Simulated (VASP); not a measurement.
# Ge (Pmma) in VASP: further runs, part 2 of 2

VASP 6.6.1. Earlier steps stand in the parts before.

### Step 3. Single point, PBEsol (mode 1 (-8.0 1/cm) frozen in, largest displacement -0.400 Å)

The input, INCAR:

```
SYSTEM = Ge
PREC = Accurate ; ENCUT = 520
EDIFF = 1E-7 ; ISMEAR = 0
SIGMA = 0.15 ; LREAL = .False.
LASPH = .True. ; NELM = 60
ALGO = Normal ; ISIF = 2
LWAVE = .False. ; LCHARG = .False.
GGA = PS ; NBANDS = 21
```

The input, KPOINTS:

```
Automatic mesh
0
Gamma
  22 22 12
  0 0 0
```

The input, POSCAR:

```
Ge
1.0
    0.0000000000      0.0000000000     -2.6427277821
    2.7652112298      0.0000000000      0.0000000000
    0.0000000000     -5.0390024825      0.0000000000
Ge
2
Direct
    0.0000000000      0.6446544104      0.0000000000
    0.0000000000     -0.1446544104      0.5000000000
```

Potentials or basis: VASP PAW PBE potentials, release 64 (Ge_d).

Started as:

```console
$ cat potpaw_PBE.64/Ge_d/POTCAR > POTCAR
$ mpirun -np 1 vasp_std > vasp.out
```

OUTCAR:

```text
SYSTEM = Ge
   PREC = Accurate
   ENCUT = 520
   EDIFF = 1E-7
   ISMEAR = 0
   LREAL = .False.
   LASPH = .True.
   NELM = 60
   ISIF = 2
   GGA = PS

 ion  position               nearest neighbor table
   1  0.000  0.645  0.000-   2 2.59   2 2.59
   2  0.000  0.855  0.500-   1 2.59   1 2.59

  LATTYP: Found a simple orthorhombic cell.
 ALAT       =     2.6427277821
 B/A-ratio  =     1.0463473569
 C/A-ratio  =     1.9067429179

  Lattice vectors:

 A1 = (   0.0000000000,   0.0000000000,  -2.6427277821)
 A2 = (   2.7652112298,   0.0000000000,   0.0000000000)
[... 190 lines left out ...]
      3     -17.9820      2.00000
      4     -17.8083      2.00000
      5     -17.8071      2.00000
      6     -17.7952      2.00000
[... 565 lines left out ...]
     20      19.8749      0.00000
     21      22.3196      0.00000

 [... further k-points ...]
[... 5 lines left out ...]
  --------------------------------------------------------------------------------------
  -------------------------------------------------------------------------------------
  Total       -0.1678720      1.5011935      0.1469576      0.0000000      0.0000000      0.0000000
  in kB       -7.3040473     65.3163544      6.3940680      0.0000000      0.0000000      0.0000000
  external PRESSURE =      21.4687917 kB  Pullay stress =       0.0000000 kB

 VOLUME and BASIS-vectors are now :
 -----------------------------------------------------------------------------
  energy-cutoff  :      520.00
  volume of cell :       36.82
      direct lattice vectors                 reciprocal lattice vectors
     0.000000000  0.000000000 -2.642727782     0.000000000  0.000000000 -0.378396900
     2.765211230  0.000000000  0.000000000     0.361636026  0.000000000  0.000000000
     0.000000000 -5.039002482  0.000000000     0.000000000 -0.198451976  0.000000000

 POSITION                                       TOTAL-FORCE (eV/Angst)
 -----------------------------------------------------------------------------------
      1.78261      0.00000      0.00000        -0.135470      0.000000      0.000000
      2.36521     -2.51950      0.00000         0.135470      0.000000      0.000000
 -----------------------------------------------------------------------------------
    total drift:                                0.000000      0.000000      0.000000

  FREE ENERGIE OF THE ION-ELECTRON SYSTEM (eV)
  ---------------------------------------------------
  free  energy   TOTEN  =        -9.4674471868 eV

  energy  without entropy=       -9.4582168325  energy(sigma->0) =       -9.46283201
```

stdout:

```text
POSCAR found type information on POSCAR Ge
 POSCAR found :  1 types and       2 ions
 scaLAPACK will be used
 -----------------------------------------------------------------------------
|                                                                             |
|                                                                             |
|     You enforced a specific xc type in the INCAR file but a different       |
|     I HOPE YOU KNOW WHAT YOU ARE DOING!                                     |
|                                                                             |
 -----------------------------------------------------------------------------

 LDA part: xc-table for (Slater+PW92), standard interpolation
 POSCAR, INCAR and KPOINTS ok, starting setup
 FFT: planning ... GRIDC
 FFT: planning ... GRID_SOFT
 FFT: planning ... GRID
 WAVECAR not read
 entering main loop
```

It took 10 min on 1 thread of Intel Xeon 6975P-C, shared host; peak memory 0.65 GiB.

What came out:

```
Free energy            : -9.4674 eV
Pressure               : 2.1 GPa
Largest force          : 0.135 eV/Å
Band gap on the k mesh : zero (band 14 reaches 12.75 eV, above the bottom of band 15 at 4.29 eV)
```

Forces on the atoms (eV/Å):
```
Ge  -0.135  0.000  0.000
Ge   0.135  0.000  0.000
```

Stress tensor (GPa, compression positive):
```
-0.73  0.00  0.00
 0.00  6.53  0.00
 0.00  0.00  0.64
```

Caveat: the cell differs from its parent crystal (mode 1 (-8.0 1/cm) frozen in, largest displacement -0.400 Å); the PAW data sets were made with another functional, which shifts forces and pressure a little.

### Step 4. Single point, PBEsol (mode 1 (-8.0 1/cm) frozen in, largest displacement +0.300 Å)

The input, INCAR:

```
PREC = Accurate
ENCUT = 520
EDIFF = 1E-6
ISMEAR = 0
SIGMA = 0.15
LREAL = False
LASPH = True
NELM = 80
ALGO = Normal
ISIF = 2
LWAVE = False
LCHARG = False
GGA = PS
NBANDS = 21
```

The input, KPOINTS:

```
Automatic mesh
0
Gamma
  22 22 12
```

The input, POSCAR:

```
Ge
1.0
    0.0000000000      0.0000000000     -2.6427277821
    2.7652112298      0.0000000000      0.0000000000
    0.0000000000     -5.0390024825      0.0000000000
Ge
2
Direct
    0.0000000000      0.3915091922      0.0000000000
    0.0000000000      0.1084908078      0.5000000000
```

Started as:

```console
$ cat potpaw_PBE.64/Ge_d/POTCAR > POTCAR
$ mpirun -np 1 vasp_std > vasp.out
```

Run time: 9.3 min. Hardware: 1 thread of Intel Xeon 6975P-C, shared host; peak memory 0.65 GiB.

It converged, with:

```yaml
Free_energy: -9.4912 eV
Pressure: 1.2 GPa
Largest_force: 0.098 eV/Å
Band_gap_on_the_k_mesh: zero (band 14 reaches 12.71 eV, above the bottom of band 15 at 4.23 eV)
```

Forces on the atoms (eV/Å):
```
Ge   0.098  0.000  0.000
Ge  -0.098  0.000  0.000
```

Stress tensor (GPa, compression positive):
```
0.08 0.00 0.00
0.00 3.52 0.00
0.00 0.00 0.00
```

Levels at points of the mesh, in eV from the Fermi level:
```csv
k point,band 11,band 12,band 13,band 14,band 15,band 16,band 17,band 18
"(0.00, 0.00, 0.00)",-13.41,-8.59,-5.96,5.97,6.51,6.96,8.30,10.46
"(0.50, 0.00, 0.00)",-9.33,-6.12,-4.15,-2.68,-2.24,3.18,9.17,9.80
"(0.00, 0.50, 0.00)",-9.63,-7.38,-3.95,-2.54,-2.48,1.31,9.99,12.29
"(0.50, 0.50, 0.00)",-5.38,-3.45,-2.93,-0.77,0.43,0.59,0.92,3.88
"(0.00, 0.00, 0.50)",-11.96,-11.96,0.29,0.29,6.59,6.59,8.35,8.35
"(0.50, 0.00, 0.50)",-7.90,-7.90,-4.73,-4.73,3.95,3.95,8.41,8.41
"(0.00, 0.50, 0.50)",-8.32,-8.32,-5.27,-5.27,3.60,3.60,8.05,8.05
"(0.50, 0.50, 0.50)",-3.99,-3.99,-1.89,-1.89,-1.87,-1.87,3.71,3.71
```

Caveat: the cell differs from its parent crystal (mode 1 (-8.0 1/cm) frozen in, largest displacement +0.300 Å); the PAW data sets were made with another functional, which shifts forces and pressure a little.
